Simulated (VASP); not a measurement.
# NiO2 (R-3m) in VASP: a series of runs

NiO2 is run at these levels: PBEsol; tasks: single point.

Everything below comes from runs of VASP 6.6.1. Logs are shortened: lines on timing, memory, paths and dates and some standing lists are left out, and cuts for length are marked.

### Step 1. The cell of the first run

It takes space group R-3m (No. 166, trigonal). The conventional cell has a = 2.804 Å, b = 2.804 Å, c = 20.923 Å, α = 90.00°, β = 90.00°, γ = 120.00°. Within 2.5 Å of Ni (site symmetry -3m) lie 6 O at 1.88 Å. Within 2.5 Å of O (site symmetry 3m) lie 3 Ni at 1.88 Å and 3 O at 2.50 Å.

### Step 2. Single point, PBEsol, collinear spin, ferromagnetic start

Contents of INCAR:

```
SYSTEM = NiO2
PREC = Accurate ; ENCUT = 520
EDIFF = 1E-7 ; ISMEAR = -1
SIGMA = 0.05 ; LREAL = .FALSE.
LASPH = .TRUE. ; NELM = 150
ALGO = Normal ; ISIF = 2
LWAVE = .FALSE. ; LCHARG = .FALSE.
ISPIN = 2 ; MAGMOM = 1 0 0
LORBIT = 11 ; LMAXMIX = 4
GGA = PS ; NBANDS = 22
```

Contents of KPOINTS:

```
regular mesh
0
G
  11 11 11
  0 0 0
```

Contents of POSCAR:

```
NiO2
1.0
    1.4021288975      0.8095194964      6.9742947559
   -1.4021288975      0.8095194964      6.9742947559
    0.0000000000     -1.6190389928      6.9742947559
Ni O
1 2
Direct
    0.0000000000      0.0000000000      0.0000000000
    0.3787890000      0.3787890000      0.3787890000
    0.6212110000      0.6212110000      0.6212110000
```

Potentials or basis: VASP PAW PBE potentials, release 64 (Ni, O).

The run is started by

```bash
cat potpaw_PBE.64/Ni/POTCAR potpaw_PBE.64/O/POTCAR > POTCAR
mpirun -np 1 vasp_std > vasp.out
```

OUTCAR:

```text
SYSTEM = NiO2
   PREC = Accurate
   ENCUT = 520
   EDIFF = 1E-7
   ISMEAR = -1
   LREAL = .FALSE.
   LASPH = .TRUE.
   NELM = 150
   ISIF = 2
   ISPIN = 2
   LORBIT = 11
   GGA = PS

 ion  position               nearest neighbor table
   1  0.000  0.000  0.000-   3 1.88   2 1.88   3 1.88   3 1.88   2 1.88   2 1.88
   2  0.379  0.379  0.379-   1 1.88   1 1.88   1 1.88
   3  0.621  0.621  0.621-   1 1.88   1 1.88   1 1.88

  LATTYP: Found a trigonal (rhomboedric) cell.
 ALAT       =     7.1597538088
 COS(alpha) =     0.9232974685

  Lattice vectors:

 A1 = (   1.4021288975,   0.8095194964,   6.9742947559)
 A2 = (  -1.4021288975,   0.8095194964,   6.9742947559)
 A3 = (   0.0000000000,  -1.6190389928,   6.9742947559)

Analysis of symmetry for initial positions (statically):
=====================================================================
 Subroutine PRICEL returns:
 Original cell was already a primitive cell.

 Routine SETGRP: Setting up the symmetry group for a
 trigonal (rhombohedral) supercell.

 Subroutine GETGRP returns: Found 12 space group operations
 (whereof 12 operations were pure point group operations)
 out of a pool of 12 trial point group operations.

The static configuration has the point symmetry D_3d.

Analysis of symmetry for dynamics (positions and initial velocities):
=====================================================================
 Subroutine PRICEL returns:
 Original cell was already a primitive cell.

 Routine SETGRP: Setting up the symmetry group for a
 trigonal (rhombohedral) supercell.

 Subroutine GETGRP returns: Found 12 space group operations
 (whereof 12 operations were pure point group operations)
 out of a pool of 12 trial point group operations.

The dynamic configuration has the point symmetry D_3d.

Analysis of structural, dynamic, and magnetic symmetry:
=====================================================================
 Subroutine PRICEL returns:
 Original cell was already a primitive cell.

 Routine SETGRP: Setting up the symmetry group for a
 trigonal (rhombohedral) supercell.

 Subroutine GETGRP returns: Found 12 space group operations
 (whereof 12 operations were pure point group operations)
 out of a pool of 12 trial point group operations.

The overall configuration has the point symmetry D_3d.

 Subroutine INISYM returns: Found 12 space group operations
 (whereof 12 operations are pure point group operations),
 and found     1 'primitive' translations

----------------------------------------------------------------------------------------

                                     Primitive cell

  volume of cell :      47.4971

  direct lattice vectors                    reciprocal lattice vectors
     1.402128897  0.809519496  6.974294756     0.356600596  0.205883450  0.047794558
    -1.402128897  0.809519496  6.974294756    -0.356600596  0.205883450  0.047794558
     0.000000000 -1.619038993  6.974294756     0.000000000 -0.411766900  0.047794558

  length of vectors
     7.159753809  7.159753809  7.159753809     0.414531422  0.414531422  0.414531422

  position of ions in fractional coordinates (direct lattice)
     0.000000000  0.000000000  0.000000000
     0.378789000  0.378789000  0.378789000
     0.621211000  0.621211000  0.621211000

  ion indices of the primitive-cell ions
   primitive index   ion index
                 1           1
                 2           2
                 3           3

----------------------------------------------------------------------------------------

 KPOINTS: regular mesh

Automatic generation of k-mesh.
 Grid dimensions read from file:
 generate k-points for:   11   11   11

 Generating k-lattice:

  Cartesian coordinates                     Fractional coordinates (reciprocal lattice)
     0.032418236  0.018716677  0.004344960     0.090909091  0.000000000 -0.000000000
    -0.032418236  0.018716677  0.004344960     0.000000000  0.090909091 -0.000000000
     0.000000000 -0.037433355  0.004344960    -0.000000000 -0.000000000  0.090909091

  Length of vectors
     0.037684675  0.037684675  0.037684675

  Shift w.r.t. Gamma in fractional coordinates (k-lattice)
     0.000000000  0.000000000  0.000000000

 Subroutine IBZKPT returns following result:
 ===========================================

 Found    146 irreducible k-points:

 Following reciprocal coordinates:
            Coordinates               Weight
  0.000000  0.000000  0.000000      1.000000
  0.090909 -0.000000 -0.000000      6.000000
  0.181818 -0.000000 -0.000000      6.000000
  0.272727 -0.000000 -0.000000      6.000000
  0.363636 -0.000000 -0.000000      6.000000
  0.454545  0.000000 -0.000000      6.000000
[... 16 lines left out ...]
 -0.272727  0.181818  0.000000     12.000000
 -0.181818  0.181818  0.000000      6.000000
 [... further k-points ...]
   k-points           NKPTS =    146   k-points in BZ     NKDIM =    146   number of bands    NBANDS=     22
   number of dos      NEDOS =    301   number of ions     NIONS =      3
   total plane-waves  NPLWV = 157464
   dimension x,y,z NGX =    54 NGY =   54 NGZ =   54
   dimension x,y,z NGXF=   108 NGYF=  108 NGZF=  108
   ions per type =               1   2
   NGX,Y,Z   is equivalent  to a cutoff of  12.54, 12.54, 12.54 a.u.
   NGXF,Y,Z  is equivalent  to a cutoff of  25.08, 25.08, 25.08 a.u.
 SYSTEM =  NiO2
   PREC   = accura    normal or accurate (medium, high low for compatibility)
   ISTART =      0    job   : 0-new  1-cont  2-samecut
   ICHARG =      2    charge: 1-file 2-atom 10-const
   ISPIN  =      2    spin polarized calculation?
   LNONCOLLINEAR =      F non collinear calculations
   LSORBIT =      F    spin-orbit coupling
   LASPH  =      T    aspherical Exc in radial PAW
   ENCUT  =  520.0 eV  38.22 Ry    6.18 a.u.  13.31 13.31 13.31*2*pi/ulx,y,z
   NELM   =    150;   NELMIN=  2; NELMDL= -5     # of ELM steps
   EDIFF  = 0.1E-06   stopping-criterion for ELM
   LREAL  =      F    real-space projection
   EDIFFG = 0.1E-05   stopping-criterion for IOM
   NSW    =      0    number of steps for IOM
   IBRION =     -1    ionic relax: 0-MD 1-quasi-New 2-CG
   NFREE  =      0    steps in history (QN), initial steepest desc. (CG)
   ISIF   =      2    stress and relaxation
   ISYM   =      2    0-nonsym 1-usesym 2-fastsym
   POTIM  = 0.5000    time-step for ionic-motion
   TEBEG  =    0.0;   TEEND  =   0.0 temperature during run
   PSTRESS=    0.0 pullay stress
   NELECT =      22.0000    total number of electrons
   NUPDOWN=      -1.0000    fix difference up-down
   EMIN   =  10.00;   EMAX   =-10.00  energy-range for DOS
   EFERMI =   0.00;   METHOD = LEGACY
   ISMEAR =    -1;   SIGMA  =   0.05  broadening in eV -4-tet -1-fermi 0-gaus
   EFERMI_NEDOS =   21; number of points for ismear=-14 and -15
   IALGO  =     38    algorithm
   IMIX   =      4    mixing-type and parameters
     AMIX     =   0.40;   BMIX     =  1.00
     AMIX_MAG =   1.60;   BMIX_MAG =  1.00
  volume/ion in A,a.u.               =      15.83       106.84
  Fermi-wavevector in a.u.,A,eV,Ry     =   1.266660  2.393641 21.829569  1.604428
  Thomas-Fermi vector in A             =   2.399849
   LORBIT       =     11    0 simple, 1 ext, 2 COOP (PROOUT), +10 PAW based schemes
   GGA     = PS    functional components
   LHFCALC =     F    Hartree Fock is set to
   AEXX    =    0.0000 exact exchange contribution
   IVDW    =     0    specifies the selected vdW correction
   LEPSILON=     F    determine dielectric tensor
   LRPA    =     F    only Hartree local field effects (RPA)
 spin polarized calculation
  energy-cutoff  :      520.00
  volume of cell :       47.50
 maximum number of plane-waves:      1296
 NGX is ok and might be reduce to    54
   NGX = 27   NGY = 27   NGZ = 27

 number of electron      22.0000006 magnetization      -0.0003736

 number of electron      22.0000006 magnetization       0.0000100

 Free energy of the ion-electron system (eV)
  ---------------------------------------------------
  ext. energy  EPLUGINS =         0.00000000
  ---------------------------------------------------
  free energy    TOTEN  =       -18.74445412 eV

  energy without entropy =      -18.74445317  energy(sigma->0) =      -18.74445364

 E-fermi :  -0.5437     XC(G=0):  -7.9849

 val. band max:       -1.1782412719   @ k =  -0.4545   0.4545   0.3636
 cond. band min:       0.0571264969   @ k =   0.3636   0.3636   0.0909
 fundamental gap:      1.2353677689
 Fermi energy:        -0.5436853875

 spin component 1

 k-point     1 :       0.0000    0.0000    0.0000
  band No.  band energies     occupation
      1     -20.4322      1.00000
      2     -18.1369      1.00000
      3      -6.4414      1.00000
      4      -6.4414      1.00000
      5      -6.3886      1.00000
      6      -3.1114      1.00000
[... 14 lines left out ...]
     21      22.8870      0.00000
     22      22.8870      0.00000
[... 552 lines left out ...]
  band No.  band energies     occupation
      1     -19.3550      1.00000
      2     -18.1944      1.00000
      3      -6.6166      1.00000
      4      -6.2228      1.00000
      5      -5.5627      1.00000
      6      -4.8370      1.00000
[... 14 lines left out ...]
     21      19.2602      0.00000
     22      20.1565      0.00000

 [... further k-points ...]

 spin component 2

 k-point     1 :       0.0000    0.0000    0.0000
  band No.  band energies     occupation
      1     -20.4322      1.00000
      2     -18.1369      1.00000
      3      -6.4414      1.00000
      4      -6.4414      1.00000
      5      -6.3886      1.00000
      6      -3.1114      1.00000
[... 14 lines left out ...]
     21      22.8870      0.00000
     22      22.8870      0.00000
[... 552 lines left out ...]
  band No.  band energies     occupation
      1     -19.3550      1.00000
      2     -18.1944      1.00000
      3      -6.6166      1.00000
      4      -6.2228      1.00000
      5      -5.5627      1.00000
      6      -4.8370      1.00000
[... 14 lines left out ...]
     21      19.2602      0.00000
     22      20.1565      0.00000

 [... further k-points ...]

------------------------ aborting loop because EDIFF is reached ----------------------------------------

  FORCE on cell =-STRESS in cart. coord.  units (eV):
  Direction    XX          YY          ZZ          XY          YZ          ZX
  --------------------------------------------------------------------------------------
  -------------------------------------------------------------------------------------
  Total       -1.0651912     -1.0651912     -0.8961900      0.0000000     -0.0000000     -0.0000000
  in kB      -35.9311697    -35.9311697    -30.2303990      0.0000000     -0.0000000     -0.0000000
  external PRESSURE =     -34.0309128 kB  Pullay stress =       0.0000000 kB

 VOLUME and BASIS-vectors are now :
 -----------------------------------------------------------------------------
  energy-cutoff  :      520.00
  volume of cell :       47.50
      direct lattice vectors                 reciprocal lattice vectors
     1.402128897  0.809519496  6.974294756     0.356600596  0.205883450  0.047794558
    -1.402128897  0.809519496  6.974294756    -0.356600596  0.205883450  0.047794558
     0.000000000 -1.619038993  6.974294756     0.000000000 -0.411766900  0.047794558

 POSITION                                       TOTAL-FORCE (eV/Angst)
 -----------------------------------------------------------------------------------
      0.00000      0.00000      0.00000         0.000000     -0.000000      0.000000
      0.00000      0.00000      7.92536         0.000000     -0.000000     -0.439225
      0.00000      0.00000     12.99753         0.000000      0.000000      0.439225
 -----------------------------------------------------------------------------------
    total drift:                                0.000000     -0.000000      0.000000

  FREE ENERGIE OF THE ION-ELECTRON SYSTEM (eV)
  ---------------------------------------------------
  free  energy   TOTEN  =       -18.7444541223 eV

  energy  without entropy=      -18.7444531651  energy(sigma->0) =      -18.74445364

 total charge

# of ion       s       p       d       tot
------------------------------------------
    1        0.509   0.804   8.212   9.525
    2        1.588   3.302   0.000   4.890
    3        1.588   3.302   0.000   4.890
--------------------------------------------------
tot          3.685   7.409   8.212  19.306

 magnetization (x)

# of ion       s       p       d       tot
------------------------------------------
    1        0.000   0.000  -0.000   0.000
    2       -0.000  -0.000   0.000  -0.000
    3       -0.000  -0.000   0.000  -0.000
--------------------------------------------------
tot         -0.000  -0.000  -0.000  -0.000
```

Wall time 51 min (1 thread of Oxide Virtual Turin-like, shared host); peak memory 0.59 GiB.

What came out:

* Free energy: -18.7445 eV
* Pressure: -3.4 GPa
* Largest force: 0.439 eV/Å
* Band gap on the k mesh: 1.24 eV (least direct gap 1.50 eV)
* Net moment: 0.00 μB per cell
* Valence electrons inside the program's atomic spheres: Ni 9.53; O 4.89

Forces in eV/Å, atoms in the order of the input:
```
Ni   0.000  0.000  0.000
O    0.000  0.000 -0.439
O    0.000  0.000  0.439
```

Stress tensor (GPa, compression positive):
```
-3.59  0.00  0.00
 0.00 -3.59  0.00
 0.00  0.00 -3.02
```

Levels at points of the mesh, in eV from the valence-band top:
Spin up:
```tsv
k point	band 7	band 8	band 9	band 10	band 11	band 12	band 13	band 14	band 15	band 16
(0.00, 0.00, 0.00)	-1.93	-1.17	-0.87	-0.87	-0.10	2.36	2.36	7.04	10.40	10.53
```
Spin down:
```tsv
k point	band 9	band 10	band 11	band 12	band 13	band 14
(0.00, 0.00, 0.00)	-0.87	-0.87	-0.10	2.36	2.36	7.04
```

Caveat: the cell stands under tension; the moments typed at the start vanished in this run; the PAW data sets were made with another functional, which shifts forces and pressure a little. A k mesh can miss the band edges.

(Part 1 of 2 ends here.)
